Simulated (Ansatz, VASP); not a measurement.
**Two plane-wave programs on SiO2**

The input INCAR:

```
PREC = Accurate
ENCUT = 520
EDIFF = 1E-7
ISMEAR = 0
SIGMA = 0.05
LREAL = F
LASPH = T
NELM = 80
ALGO = Normal
ISIF = 2
LWAVE = F
LCHARG = F
GGA = CA
NBANDS = 25
```

Contents of KPOINTS:

```
Automatic mesh
0
Gamma
  6 6 10
```

Contents of POSCAR:

```
SiO2
1.0
    3.9518834979      0.0000000000      0.0000000000
    0.0000000000      3.9518834979      0.0000000000
    0.0000000000      0.0000000000      3.0362320915
Si O
2 4
Direct
    0.5000000000      0.5000000000      0.5000000000
    0.0000000000      0.0000000000      0.0000000000
    0.6944252994      0.6944252994      0.0000000000
    0.1944252994      0.8055747006      0.5000000000
    0.3055747006      0.3055747006      0.0000000000
    0.8055747006      0.1944252994      0.5000000000
```

Input for Ansatz:

```yaml
crystal:
  lattice:
    - [3.9518834979, 0.0, 0.0]
    - [0.0, 3.9518834979, 0.0]
    - [0.0, 0.0, 3.0362320915]
  atoms:
    - { symbol: Si, position: [0.5, 0.5, 0.5] }
    - { symbol: Si, position: [0.0, 0.0, 0.0] }
    - { symbol: O, position: [0.6944252994, 0.6944252994, 0.0] }
    - { symbol: O, position: [0.1944252994, 0.8055747006, 0.5] }
    - { symbol: O, position: [0.3055747006, 0.3055747006, 0.0] }
    - { symbol: O, position: [0.8055747006, 0.1944252994, 0.5] }
basis:
  ecutwfc: 520.0
kpoints:
  mp_grid: { grid: [6, 6, 10] }
hamiltonian:
  xc: lda
  pseudopotentials: { kind: paw, azcp: { folder: soft_1 } }
scf:
  occupations: { method: gaussian, width: 0.05 }
output:
  forces: true
  stress: true
  eigenvalues: true
  write_density: true
  write_potential: true
  elf: true
  volumetric_format: npy
```

Alike in both runs: task single point; functional LDA; k mesh 6 × 6 × 10; occupations gaussian, width 0.05 eV; no spin polarisation.

```csv
,VASP,Ansatz
version,VASP 6.6.1,Ansatz 0.2.0
potentials or method,"VASP PAW LDA potentials, release 64 (Si, O), cutoff 520 eV","scalar-relativistic, plane waves, PAW"
valence electrons in the cell,32,32
```

|  | VASP | Ansatz | Ansatz less VASP |
| --- | --- | --- | --- |
| gap on the k mesh at the Fermi level (eV) | 4.54 | 4.58 | +0.043 |
| least direct gap on the mesh (eV) | 4.54 | 4.58 | +0.043 |
| pressure (GPa) | -9.2 | -10.2 | -1.01 |
| traceless stress, the component that is largest in VASP (GPa) | -44.32 | -44.05 | +0.265 |
| rms of the force components (eV/Å) | 0.357 | 0.378 | +0.0206 |

Ansatz warns that its potentials were made for another functional, while VASP's fit it. LDA's correlation is that of Perdew and Zunger in VASP and of Perdew and Wang (1992) in Ansatz. Atom by atom the forces differ by 0.021 eV/Å (rms over components).
